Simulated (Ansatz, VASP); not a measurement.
## PtSe2: VASP beside Ansatz

```
CELL_PARAMETERS angstrom
3.70704 0.00000 0.00000
-1.85352 3.21039 0.00000
0.00000 0.00000 22.79816
ATOMIC_POSITIONS crystal
Se 0.66667 0.33333 0.19738
Se 0.33333 0.66667 0.31358
Se 0.33333 0.83333 0.47631
Se 0.66667 0.50000 0.59251
Pt 0.00000 0.00000 0.25548
Pt 0.00000 0.16667 0.53441
```

Alike in both runs: task single point; functional PBE; dispersion D3(BJ); k mesh 9 × 9 × 1; occupations gaussian, width 0.05 eV; no spin polarisation.

```csv
,VASP,Ansatz
version,VASP 6.6.1,Ansatz 0.2.0
potentials or method,"VASP PAW PBE potentials, release 64 (Se, Pt), cutoff 520 eV","scalar-relativistic, plane waves, PAW"
valence electrons in the cell,44,100
```

```tsv
	VASP	Ansatz	Ansatz less VASP
gap on the k mesh at the Fermi level (eV)	0.99	1.00	+0.008
least direct gap on the mesh (eV)	1.15	1.16	+0.009
rms of the force components (eV/Å)	0.021	0.021	+0.0001
```

VASP's potentials hold 44 valence electrons a cell and Ansatz's 100, so a difference there can come from the potentials and not from the codes.

Spin-orbit coupling is off throughout.
